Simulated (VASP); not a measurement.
Crystal: CaB3F4.

```
Ca B F
1.0
    -2.67587    2.67587    2.67587
     2.67587   -2.67587    2.67587
     2.67587    2.67587   -2.67587
Ca B F
1 3 4
Direct
  0.00000 0.00000 0.00000
  0.50000 0.50000 0.00000
  0.50000 0.00000 0.50000
  0.00000 0.50000 0.50000
  0.50000 0.50000 0.50000
  0.00000 0.00000 0.50000
  0.00000 0.50000 0.00000
  0.50000 0.00000 0.00000
```

- Program: VASP 6.6.1
- Task: relaxation of cell and atoms
- Functional: PBE
- Potentials or basis: VASP PAW PBE potentials, release 64 (Ca_sv, B, F)
- Cutoff: 600 eV
- k mesh: 4 × 4 × 4
- Occupations: gaussian, width 0.1 eV
- Spin: no spin polarisation

At the start: pressure 24.6 GPa; volume 9.58 Å³/atom.

Question: How do energy, volume and symmetry change on relaxing?

Answer: Over 3 steps the energy falls by 158.5 meV/atom and the volume is 12.12 Å³/atom (+26.5 %); space group Im-3m (No. 229, to 0.05 Å).

Step by step:
| step | energy change (eV) | largest force (eV/Å) | pressure (GPa) | volume (Å³) |
| --- | --- | --- | --- | --- |
| 1 | 0.0000 | 0.0000 | 24.58 | 76.64 |
| 2 | -1.2549 | 0.0000 | 1.82 | 94.13 |
| 3 | -1.2678 | 0.0000 | -0.33 | 96.97 |

Final structure:
```
CELL_PARAMETERS angstrom
-2.89418 2.89418 2.89418
2.89418 -2.89418 2.89418
2.89418 2.89418 -2.89418
ATOMIC_POSITIONS crystal
Ca 0.00000 0.00000 0.00000
B 0.50000 0.50000 0.00000
B 0.50000 0.00000 0.50000
B 0.00000 0.50000 0.50000
F 0.50000 0.50000 0.50000
F 0.00000 0.00000 0.50000
F 0.00000 0.50000 0.00000
F 0.50000 0.00000 0.00000
```

Caveat: the k points lie up to 0.38 Å⁻¹ apart in the final cell; the volume moved by over 15 % at a fixed basis, so the end points are rough; an odd number of electrons without spin polarisation forces a metal; a magnetic or distorted state may lie lower.
